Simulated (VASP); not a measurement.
# CdTe (F-43m) in VASP: elastic constants with PBEsol

Aim: the elastic constants of CdTe with PBEsol.

All numbers are computed with VASP 6.6.1; they aren't measurements. Logs are shortened: lines on timing, memory, paths and dates and some standing lists are left out, and cuts for length are marked.

### 1 The cell of the first run

The structure is cubic, space group F-43m (No. 216). The conventional cell has a = 6.489 Å, b = 6.489 Å, c = 6.489 Å, α = 90.00°, β = 90.00°, γ = 90.00°. Within 3.7 Å of Cd (site symmetry -43m) lie 4 Te at 2.81 Å. Within 3.7 Å of Te (site symmetry -43m) lie 4 Cd at 2.81 Å.

### 2 Elastic constants, PBEsol

INCAR reads:

```
SYSTEM = CdTe
PREC     = Accurate       ! precision mode
ENCUT    = 600            ! plane-wave cutoff, eV
EDIFF    = 1E-8           ! SCF threshold, eV
ISMEAR   = 0              ! smearing method
SIGMA    = 0.01           ! smearing width, eV
LREAL    = .False.        ! projectors in reciprocal space
LASPH    = .True.         ! aspherical terms in the spheres
NELM     = 60             ! most SCF steps
ALGO     = Normal         ! electronic algorithm
ISIF     = 3              ! what is computed and relaxed
LWAVE    = .False.        ! write WAVECAR
LCHARG   = .False.        ! write CHGCAR
GGA      = PS             ! functional
NBANDS   = 16             ! bands
IBRION   = 6              ! ionic algorithm
NFREE    = 2            
POTIM    = 0.015          ! step
NSW      = 1              ! ionic steps
```

KPOINTS reads:

```
regular mesh
0
Gamma
  6 6 6
  0 0 0
```

POSCAR reads:

```
CdTe
1.0
    0.0000000000      3.2446547645      3.2446547645
    3.2446547645      0.0000000000      3.2446547645
    3.2446547645      3.2446547645      0.0000000000
Cd Te
1 1
Direct
    0.0000000000      0.0000000000      0.0000000000
    0.7500000000      0.7500000000      0.7500000000
```

Potentials or basis: VASP PAW PBE potentials, release 64 (Cd, Te).

On the command line:

```console
$ cat potpaw_PBE.64/Cd/POTCAR potpaw_PBE.64/Te/POTCAR > POTCAR
$ mpirun -np 1 vasp_std > vasp.out
```

OUTCAR:

```text
SYSTEM = CdTe
   PREC = Accurate
   ENCUT = 600
   EDIFF = 1E-8
   ISMEAR = 0
   LREAL = .False.
   LASPH = .True.
   NELM = 60
   ISIF = 3
   GGA = PS
   IBRION = 6
   NFREE = 2
   POTIM = 0.015
   NSW = 1

 ion  position               nearest neighbor table
   1  0.000  0.000  0.000-   2 2.81   2 2.81   2 2.81   2 2.81
   2  0.750  0.750  0.750-   1 2.81   1 2.81   1 2.81   1 2.81

  LATTYP: Found a face centered cubic cell.
 ALAT       =     6.4893095290

  Lattice vectors:

 A1 = (   0.0000000000,   3.2446547645,   3.2446547645)
 A2 = (   3.2446547645,   0.0000000000,   3.2446547645)
 A3 = (   3.2446547645,   3.2446547645,   0.0000000000)

Analysis of symmetry for initial positions (statically):
=====================================================================
 Subroutine PRICEL returns:
 Original cell was already a primitive cell.

 Routine SETGRP: Setting up the symmetry group for a
 face centered cubic supercell.

 Subroutine GETGRP returns: Found 24 space group operations
 (whereof 24 operations were pure point group operations)
 out of a pool of 48 trial point group operations.

The static configuration has the point symmetry T_d .

Analysis of symmetry for dynamics (positions and initial velocities):
=====================================================================
 Subroutine PRICEL returns:
 Original cell was already a primitive cell.

 Routine SETGRP: Setting up the symmetry group for a
 face centered cubic supercell.

 Subroutine GETGRP returns: Found 24 space group operations
 (whereof 24 operations were pure point group operations)
 out of a pool of 48 trial point group operations.

The dynamic configuration has the point symmetry T_d .

 Subroutine INISYM returns: Found 24 space group operations
 (whereof 24 operations are pure point group operations),
 and found     1 'primitive' translations

----------------------------------------------------------------------------------------

                                     Primitive cell

  volume of cell :      68.3181

  direct lattice vectors                    reciprocal lattice vectors
     0.000000000  3.244654764  3.244654764    -0.154099600  0.154099600  0.154099600
     3.244654764  0.000000000  3.244654764     0.154099600 -0.154099600  0.154099600
     3.244654764  3.244654764  0.000000000     0.154099600  0.154099600 -0.154099600

  length of vectors
     4.588634773  4.588634773  4.588634773     0.266908336  0.266908336  0.266908336

  position of ions in fractional coordinates (direct lattice)
     0.000000000  0.000000000  0.000000000
     0.750000000  0.750000000  0.750000000

  ion indices of the primitive-cell ions
   primitive index   ion index
                 1           1
                 2           2

----------------------------------------------------------------------------------------

 KPOINTS: regular mesh

Automatic generation of k-mesh.
 Grid dimensions read from file:
 generate k-points for:    6    6    6

 Generating k-lattice:
[... 94 lines left out ...]

 number of electron      17.9999998 magnetization

 Free energy of the ion-electron system (eV)
  ---------------------------------------------------
  ext. energy  EPLUGINS =         0.00000000
  ---------------------------------------------------
  free energy    TOTEN  =        -5.48346401 eV

  energy without entropy =       -5.48346401  energy(sigma->0) =       -5.48346401

------------------------ aborting loop because EDIFF is reached ----------------------------------------

  FORCE on cell =-STRESS in cart. coord.  units (eV):
  Direction    XX          YY          ZZ          XY          YZ          ZX
  --------------------------------------------------------------------------------------
  -------------------------------------------------------------------------------------
  Total        0.0577906      0.0577906      0.0577906     -0.0000000      0.0000000      0.0000000
  in kB        1.3552911      1.3552911      1.3552911     -0.0000000      0.0000000      0.0000000
  external PRESSURE =       1.3552911 kB  Pullay stress =       0.0000000 kB
[... 89 lines left out ...]
  FREE ENERGIE OF THE ION-ELECTRON SYSTEM (eV)
  ---------------------------------------------------
  free  energy   TOTEN  =        -5.4799923389 eV

  energy  without entropy=       -5.4799923389  energy(sigma->0) =       -5.47999234

[... ionic steps 4 to 14 ...]

--------------------------------------- Ionic step       15  -------------------------------------------

 number of electron      17.9999999 magnetization

------------------------ aborting loop because EDIFF is reached ----------------------------------------
[... 67 lines left out ...]
--------------------------------------- Ionic step       17  -------------------------------------------

 number of electron      17.9999998 magnetization

 Free energy of the ion-electron system (eV)
  ---------------------------------------------------
  ext. energy  EPLUGINS =         0.00000000
  ---------------------------------------------------
  free energy    TOTEN  =        -5.48296267 eV

  energy without entropy =       -5.48296267  energy(sigma->0) =       -5.48296267

 E-fermi :   2.3001     XC(G=0):  -8.7625

 val. band max:        2.1918034637   @ k =   0.0000   0.0000   0.0000
 cond. band min:       2.8288952944   @ k =   0.0000   0.0000   0.0000
 fundamental gap:      0.6370918307
 Fermi energy:         2.3001116911

 k-point     1 :       0.0000    0.0000    0.0000
  band No.  band energies     occupation
      1      -9.0101      2.00000
      2      -6.0744      2.00000
      3      -6.0677      2.00000
      4      -6.0610      2.00000
      5      -5.8060      2.00000
      6      -5.8058      2.00000
[... 433 lines left out ...]
      3      -5.9720      2.00000
      4      -5.8245      2.00000
      5      -5.7938      2.00000
      6      -5.4396      2.00000
[... 8 lines left out ...]
     15      12.0685      0.00000
     16      12.5312      0.00000

 [... further k-points ...]

------------------------ aborting loop because EDIFF is reached ----------------------------------------

  FORCE on cell =-STRESS in cart. coord.  units (eV):
  Direction    XX          YY          ZZ          XY          YZ          ZX
  --------------------------------------------------------------------------------------
  -------------------------------------------------------------------------------------
  Total        0.0591746      0.0607265      0.0607265      0.0000000     -0.0878369      0.0000000
  in kB        1.3877480      1.4241424      1.4241424      0.0000000     -2.0599284      0.0000000
  external PRESSURE =       1.4120109 kB  Pullay stress =       0.0000000 kB
[... 17 lines left out ...]
  FREE ENERGIE OF THE ION-ELECTRON SYSTEM (eV)
  ---------------------------------------------------
  free  energy   TOTEN  =        -5.4829626735 eV

  energy  without entropy=       -5.4829626735  energy(sigma->0) =       -5.48296267

 INTERNAL STRAIN TENSORS FROM STRAINED CELLS
 ============================================

 INTERNAL STRAIN TENSOR FOR ION    1 for displacements in x,y,z  (eV/Angst):
          X           Y           Z          XY          YZ          ZX
  --------------------------------------------------------------------------------
  x    -0.00000    -0.00000    -0.00000    -0.00000    -5.86286     0.00000
  y     0.00000    -0.00000     0.00000    -0.00000    -0.00000    -5.86295
  z    -0.00000    -0.00000    -0.00000    -5.86313    -0.00000    -0.00000

 INTERNAL STRAIN TENSORS FROM DISPLACED ATOMS
 ============================================

 INTERNAL STRAIN TENSOR FOR ION    1 for displacements in x,y,z  (eV/Angst):
          X           Y           Z          XY          YZ          ZX
  --------------------------------------------------------------------------------
  x    -0.00000     0.00000     0.00000     0.00000    -5.85506     0.00000
  y    -0.00000    -0.00000    -0.00000     0.00000     0.00000    -5.85506
  z     0.00000     0.00000    -0.00000    -5.85506     0.00000     0.00000

 INTERNAL STRAIN TENSOR FOR ION    2 for displacements in x,y,z  (eV/Angst):
          X           Y           Z          XY          YZ          ZX
  --------------------------------------------------------------------------------
  x     0.00000     0.00000     0.00000     0.00000     5.87892     0.00000
  y     0.00000     0.00000     0.00000     0.00000     0.00000     5.87892
  z     0.00000     0.00000     0.00000     5.87892     0.00000     0.00000

 Eigenvectors and eigenvalues of the dynamical matrix
 ----------------------------------------------------

   1 f  =    4.267783 THz    26.815269 2PiTHz  142.357906 cm-1    17.650123 meV
             X         Y         Z           dx          dy          dz
      0.000000  0.000000  0.000000     0.729001   -0.000000    0.000000
      4.866982  4.866982  4.866982    -0.684513    0.000000    0.000000
[... 21 lines left out ...]
   6 f/i=    0.000858 THz     0.005388 2PiTHz    0.028605 cm-1     0.003547 meV
             X         Y         Z           dx          dy          dz
      0.000000  0.000000  0.000000    -0.505342    0.032375    0.460586
      4.866982  4.866982  4.866982    -0.538185    0.034480    0.490520

--------------------------------------------------------------------------------------------------------

 ELASTIC MODULI CONTR FROM IONIC RELAXATION (kBar)
 Direction    XX          YY          ZZ          XY          YZ          ZX
 --------------------------------------------------------------------------------
 XX          -0.0000     -0.0000     -0.0000     -0.0000     -0.0000     -0.0000
 YY          -0.0000     -0.0000     -0.0000     -0.0000     -0.0000     -0.0000
 ZZ          -0.0000     -0.0000     -0.0000     -0.0000     -0.0000     -0.0000
 XY          -0.0000     -0.0000     -0.0000   -181.2439      0.0000      0.0000
 YZ          -0.0000     -0.0000     -0.0000      0.0000   -181.2439      0.0000
 ZX          -0.0000     -0.0000     -0.0000      0.0000      0.0000   -181.2439
 --------------------------------------------------------------------------------

 TOTAL ELASTIC MODULI (kBar)
 Direction    XX          YY          ZZ          XY          YZ          ZX
 --------------------------------------------------------------------------------
 XX         532.8094    362.0927    362.0927     -0.0000     -0.0000     -0.0000
 YY         362.0927    532.8094    362.0927     -0.0000     -0.0000     -0.0000
 ZZ         362.0927    362.0927    532.8094     -0.0000     -0.0000     -0.0000
 XY          -0.0000     -0.0000     -0.0000    196.9575      0.0000      0.0000
 YZ          -0.0000     -0.0000     -0.0000      0.0000    196.9575      0.0000
 ZX          -0.0000     -0.0000     -0.0000      0.0000      0.0000    196.9575
 --------------------------------------------------------------------------------
```

Wall time 25 min (1 thread of Intel Xeon 8259CL, shared host); peak memory 0.35 GiB.

Results:

| Property | Result |
| --- | --- |
| Elastic constants C11, C12, C44 | 53, 36, 20 GPa |
| Voigt bulk modulus | 42 GPa |
| Highest phonon frequency at Γ, LO-TO splitting left out | 142 cm⁻¹ |

Phonon frequencies in cm⁻¹ (negative: imaginary):
```
              q point        frequencies
(0.000, 0.000, 0.000)  0 0 0 142 142 142
```

Elastic tensor in Voigt notation (GPa, in the Cartesian axes of the cell as first typed):
```
53 36 36  0  0  0
36 53 36  0  0  0
36 36 53  0  0  0
 0  0  0 20  0  0
 0  0  0  0 20  0
 0  0  0  0  0 20
```

Clamped-ion elastic tensor (GPa):
```
53 36 36  0  0  0
36 53 36  0  0  0
36 36 53  0  0  0
 0  0  0 38  0  0
 0  0  0  0 38  0
 0  0  0  0  0 38
```

Caveat: the PAW data sets were made with another functional, which shifts forces and pressure a little; spin-orbit coupling is left out, which moves the levels of the heavy elements.
